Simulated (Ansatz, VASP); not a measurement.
## One calculation of Al, two programs

```
Al
1.0
     2.85492    0.00000    0.00000
    -1.42746    2.47243    0.00000
     0.00000    0.00000    4.71852
Al
2
Direct
  0.33333 0.66667 0.25000
  0.66667 0.33333 0.75000
```

Alike in both runs: task single point; functional PBE; k mesh 15 × 15 × 8; occupations fermi-dirac, width 0.08 eV; no spin polarisation.

|  | VASP | Ansatz |
| --- | --- | --- |
| version | VASP 6.6.1 | Ansatz 0.2.0 |
| potentials or method | VASP PAW PBE potentials, release 64 (Al), cutoff 520 eV | all-electron LAPW, scalar-relativistic |

|  | VASP | Ansatz | Ansatz less VASP |
| --- | --- | --- | --- |
| pressure (GPa) | 0.0 | 0.0 | +0.03 |

Ansatz ran all-electron here, and VASP with PAW potentials.
